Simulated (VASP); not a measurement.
# B5N (P6/mmm) in VASP: a series of runs

Runs on B5N. Level: PBE. Tasks: single point, relaxation of cell and atoms.

Program: VASP 6.6.1. These are calculated values, not measurements. Logs are shortened: lines on timing, memory, paths and dates and some standing lists are left out, and cuts for length are marked.

## 1. The cell of the first run

It takes space group P6/mmm (No. 191, hexagonal). Conventional cell: a = 4.037 Å, b = 4.037 Å, c = 2.902 Å, α = 90.00°, β = 90.00°, γ = 120.00°. Within 2.5 Å of B (site symmetry -6m2) lie 9 B at 1.86 to 2.33 Å and 3 N at 2.33 Å. B (site symmetry mmm) has 8 B at 1.86 to 2.02 Å and 4 N at 2.49 Å within 2.5 Å. Within 3.1 Å of N (site symmetry 6/mmm) lie 18 B at 2.33 to 2.49 Å and 2 N at 2.90 Å.

## 2. Single point, PBE

File INCAR:

```
  PREC = Accurate
  ENCUT = 520
  EDIFF = 1E-7
  ISMEAR = 0
  SIGMA = 0.1
  LREAL = False
  LASPH = True
  NELM = 100
  ALGO = Normal
  ISIF = 2
  LWAVE = False
  LCHARG = True
  GGA = PE
  LELF = True
  LVHAR = True
  NBANDS = 19
```

File KPOINTS:

```
regular mesh
0
Gamma
  6 6 6
```

File POSCAR:

```
B5N
1.0
    4.0372669315     -0.0000000029      0.0000000000
   -2.0186334633      3.4963757260      0.0000000000
    0.0000000000      0.0000000000      2.9016474500
B N
5 1
Direct
    0.3333333333      0.6666666667      0.0000000000
    0.6666666667      0.3333333333      0.0000000000
    0.5000000000      0.0000000000      0.5000000000
    0.5000000000      0.5000000000      0.5000000000
    0.0000000000      0.5000000000      0.5000000000
    0.0000000000      0.0000000000      0.0000000000
```

Potentials or basis: VASP PAW PBE potentials, release 64 (B, N).

Started as:

```bash
cat potpaw_PBE.64/B/POTCAR potpaw_PBE.64/N/POTCAR > POTCAR
mpirun -np 1 vasp_std > vasp.out
```

OUTCAR:

```text
PREC = Accurate
   ENCUT = 520
   EDIFF = 1E-7
   ISMEAR = 0
   LREAL = False
   LASPH = True
   NELM = 100
   ISIF = 2
   GGA = PE

 ion  position               nearest neighbor table
   1  0.333  0.667  0.000-   5 1.86   5 1.86   3 1.86   3 1.86   4 1.86   4 1.86
   2  0.667  0.333  0.000-   5 1.86   5 1.86   3 1.86   3 1.86   4 1.86   4 1.86
   3  0.500  0.000  0.500-   1 1.86   2 1.86   1 1.86   2 1.86   5 2.02   5 2.02   4 2.02   4 2.02

   4  0.500  0.500  0.500-   1 1.86   2 1.86   1 1.86   2 1.86   5 2.02   5 2.02   3 2.02   3 2.02

   5  0.000  0.500  0.500-   1 1.86   2 1.86   1 1.86   2 1.86   3 2.02   3 2.02   4 2.02   4 2.02

   6  0.000  0.000  0.000-

  LATTYP: Found a hexagonal cell.
 ALAT       =     4.0372669315
 C/A-ratio  =     0.7187157796

  Lattice vectors:

 A1 = (   4.0372669315,  -0.0000000029,   0.0000000000)
 A2 = (  -2.0186334633,   3.4963757260,   0.0000000000)
 A3 = (   0.0000000000,   0.0000000000,   2.9016474500)

Analysis of symmetry for initial positions (statically):
=====================================================================
 Subroutine PRICEL returns:
 Original cell was already a primitive cell.

 Routine SETGRP: Setting up the symmetry group for a
 hexagonal supercell.

 Subroutine GETGRP returns: Found 24 space group operations
 (whereof 24 operations were pure point group operations)
 out of a pool of 24 trial point group operations.

The static configuration has the point symmetry D_6h.

Analysis of symmetry for dynamics (positions and initial velocities):
=====================================================================
 Subroutine PRICEL returns:
 Original cell was already a primitive cell.

 Routine SETGRP: Setting up the symmetry group for a
 hexagonal supercell.

 Subroutine GETGRP returns: Found 24 space group operations
 (whereof 24 operations were pure point group operations)
 out of a pool of 24 trial point group operations.

The dynamic configuration has the point symmetry D_6h.

 Subroutine INISYM returns: Found 24 space group operations
 (whereof 24 operations are pure point group operations),
 and found     1 'primitive' translations

----------------------------------------------------------------------------------------

                                     Primitive cell

  volume of cell :      40.9591

[... 92 lines left out ...]
   LSORBIT =      F    spin-orbit coupling
   LASPH  =      T    aspherical Exc in radial PAW
   ENCUT  =  520.0 eV  38.22 Ry    6.18 a.u.   7.51  7.51  5.40*2*pi/ulx,y,z
   NELM   =    100;   NELMIN=  2; NELMDL= -5     # of ELM steps
   EDIFF  = 0.1E-06   stopping-criterion for ELM
   LREAL  =      F    real-space projection
   EDIFFG = 0.1E-05   stopping-criterion for IOM
   NSW    =      0    number of steps for IOM
   IBRION =     -1    ionic relax: 0-MD 1-quasi-New 2-CG
   NFREE  =      0    steps in history (QN), initial steepest desc. (CG)
   ISIF   =      2    stress and relaxation
   ISYM   =      2    0-nonsym 1-usesym 2-fastsym
   POTIM  = 0.5000    time-step for ionic-motion
   TEBEG  =    0.0;   TEEND  =   0.0 temperature during run
   PSTRESS=    0.0 pullay stress
   NELECT =      20.0000    total number of electrons
   NUPDOWN=      -1.0000    fix difference up-down
   EMIN   =  10.00;   EMAX   =-10.00  energy-range for DOS
   EFERMI =   0.00;   METHOD = LEGACY
   ISMEAR =     0;   SIGMA  =   0.10  broadening in eV -4-tet -1-fermi 0-gaus
   EFERMI_NEDOS =   21; number of points for ismear=-14 and -15
   IALGO  =     38    algorithm
   IMIX   =      4    mixing-type and parameters
     AMIX     =   0.40;   BMIX     =  1.00
     AMIX_MAG =   1.60;   BMIX_MAG =  1.00
  volume/ion in A,a.u.               =       6.83        46.07
  Fermi-wavevector in a.u.,A,eV,Ry     =   1.289144  2.436129 22.611416  1.661892
  Thomas-Fermi vector in A             =   2.421055
   LORBIT       =      0    0 simple, 1 ext, 2 COOP (PROOUT), +10 PAW based schemes
   GGA     = PE    functional components
   LHFCALC =     F    Hartree Fock is set to
   AEXX    =    0.0000 exact exchange contribution
   IVDW    =     0    specifies the selected vdW correction
   LEPSILON=     F    determine dielectric tensor
   LRPA    =     F    only Hartree local field effects (RPA)
 non-spin polarized calculation
 Gauss-broadening in eV      SIGMA  =   0.10
  energy-cutoff  :      520.00
  volume of cell :       40.96
 maximum number of plane-waves:      1120
   NGX = 15   NGY = 15   NGZ = 11

 number of electron      19.9999999 magnetization

 Free energy of the ion-electron system (eV)
  ---------------------------------------------------
  ext. energy  EPLUGINS =         0.00000000
  ---------------------------------------------------
  free energy    TOTEN  =       -31.13131515 eV

  energy without entropy =      -31.11481468  energy(sigma->0) =      -31.12306491

 E-fermi :   7.7337     XC(G=0): -12.3633

 val. band max:        7.7328211221   @ k =   0.1667  -0.0000   0.5000
 cond. band min:       7.7385913965   @ k =   0.3333  -0.0000   0.0000
 fundamental gap:      0.0057702744
 Fermi energy:         7.7337336247

 k-point     1 :       0.0000    0.0000    0.0000
  band No.  band energies     occupation
      1     -10.2269      2.00000
      2      -3.4577      2.00000
      3      -2.5648      2.00000
      4       0.7740      2.00000
      5       0.7740      2.00000
      6       0.8278      2.00000
[... 505 lines left out ...]
      6       0.7038      2.00000
[... 11 lines left out ...]
     18      15.7899      0.00000
     19      19.6853      0.00000

 [... further k-points ...]
[... 5 lines left out ...]
  --------------------------------------------------------------------------------------
  -------------------------------------------------------------------------------------
  Total       -0.0341431     -0.0341431     -0.0290650      0.0000000     -0.0000000     -0.0000000
  in kB       -1.3355608     -1.3355608     -1.1369206      0.0000000     -0.0000000     -0.0000000
  external PRESSURE =      -1.2693474 kB  Pullay stress =       0.0000000 kB

 VOLUME and BASIS-vectors are now :
 -----------------------------------------------------------------------------
  energy-cutoff  :      520.00
  volume of cell :       40.96
      direct lattice vectors                 reciprocal lattice vectors
     4.037266931 -0.000000003  0.000000000     0.247692317  0.143005226  0.000000000
    -2.018633463  3.496375726  0.000000000     0.000000000  0.286010452  0.000000000
     0.000000000  0.000000000  2.901647450     0.000000000  0.000000000  0.344631806

 POSITION                                       TOTAL-FORCE (eV/Angst)
 -----------------------------------------------------------------------------------
      0.00000      2.33092      0.00000        -0.000000     -0.000000      0.000000
      2.01863      1.16546      0.00000        -0.000000      0.000000      0.000000
      2.01863     -0.00000      1.45082         0.000000      0.000000      0.000000
      1.00932      1.74819      1.45082         0.000000      0.000000      0.000000
     -1.00932      1.74819      1.45082         0.000000      0.000000      0.000000
      0.00000      0.00000      0.00000         0.000000      0.000000      0.000000
 -----------------------------------------------------------------------------------
    total drift:                               -0.000000      0.000000      0.000000

  FREE ENERGIE OF THE ION-ELECTRON SYSTEM (eV)
  ---------------------------------------------------
  free  energy   TOTEN  =       -31.1313151460 eV

  energy  without entropy=      -31.1148146797  energy(sigma->0) =      -31.12306491
```

OSZICAR:

```text
N       E                     dE             d eps       ncg     rms          rms(c)
DAV:   1     0.321746047663E+02    0.32175E+02   -0.94769E+03  1064   0.982E+02
DAV:   2    -0.293909218006E+02   -0.61566E+02   -0.58952E+02  1410   0.184E+02
DAV:   3    -0.316026414319E+02   -0.22117E+01   -0.21740E+01  1365   0.275E+01
DAV:   4    -0.316142401784E+02   -0.11599E-01   -0.11583E-01  1333   0.200E+00
DAV:   5    -0.316143076956E+02   -0.67517E-04   -0.67507E-04  1310   0.144E-01    0.514E+00
DAV:   6    -0.315304828737E+02    0.83825E-01   -0.45009E+00  1296   0.756E+00    0.534E+00
DAV:   7    -0.311786782041E+02    0.35180E+00   -0.14487E+00  1270   0.524E+00    0.228E+00
DAV:   8    -0.311327735756E+02    0.45905E-01   -0.23443E-01  1154   0.283E+00    0.634E-01
DAV:   9    -0.311314895456E+02    0.12840E-02   -0.12140E-02  1347   0.582E-01    0.254E-01
DAV:  10    -0.311313629189E+02    0.12663E-03   -0.23769E-03  1197   0.281E-01    0.622E-02
DAV:  11    -0.311313131367E+02    0.49782E-04   -0.17092E-04  1273   0.677E-02    0.194E-02
DAV:  12    -0.311313147991E+02   -0.16624E-05   -0.20731E-05  1204   0.296E-02    0.874E-03
DAV:  13    -0.311313153152E+02   -0.51614E-06   -0.64142E-07  1206   0.550E-03    0.309E-03
DAV:  14    -0.311313151166E+02    0.19865E-06   -0.23890E-07   684   0.223E-03    0.832E-04
DAV:  15    -0.311313151460E+02   -0.29401E-07   -0.58837E-08   640   0.128E-03
   1 F= -.31131315E+02 E0= -.31123065E+02  d E =-.165005E-01
```

Run time: 37 s. Hardware: 1 thread of Intel Xeon 8259CL, shared host; peak memory 0.16 GiB.

What came out:

```yaml
Free_energy: -31.1313 eV
Pressure: -0.1 GPa
Band_gap_on_the_k_mesh: zero (band 10 reaches 9.74 eV, above the bottom of band 11 at 5.21 eV)
```

Caveat: the k points lie up to 0.36 Å⁻¹ apart.

[end of part 1 of 3]
